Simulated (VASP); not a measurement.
Crystal: MoN2.

```
Mo N
1.0
     4.34805    0.00000    0.00000
     0.00000    4.34805    0.00000
     0.00000    0.00000    2.76746
Mo N
2 4
Direct
  0.00000 0.00000 0.00000
  0.50000 0.50000 0.00000
  0.61165 0.88835 0.50000
  0.38835 0.11165 0.50000
  0.11165 0.61165 0.50000
  0.88835 0.38835 0.50000
```

Base run:

| Item | Value |
| --- | --- |
| Program | VASP 6.6.1 |
| Functional | r2SCAN |
| Potentials or basis | VASP PAW PBE potentials, release 64 (Mo_sv, N) |
| Cutoff | 520 eV |
| k mesh | 6 × 6 × 10 |
| Occupations | fermi-dirac, width 0.05 eV |
| Spin | no spin polarisation |

Its results: band gap on the k mesh zero (bands 24 and 25 overlap by 2.01 eV); pressure -6.6 GPa; largest force 0.128 eV/Å.

Task: The run is repeated on the same cell with these changes: functional from r2SCAN to PBE; further incar settings from ALGO = Normal; EDIFF = 1e-06; NBANDS = 33 to ALGO = Normal; EDIFF = 1e-07; NBANDS = 33. What comes out?

Result: Band gap on the k mesh zero (bands 24 and 25 overlap by 1.96 eV); pressure -3.3 GPa; largest force 0.154 eV/Å.

Caveats: the cell stands under tension; the PAW data sets were made with another functional, which shifts forces and pressure a little (at least some runs).
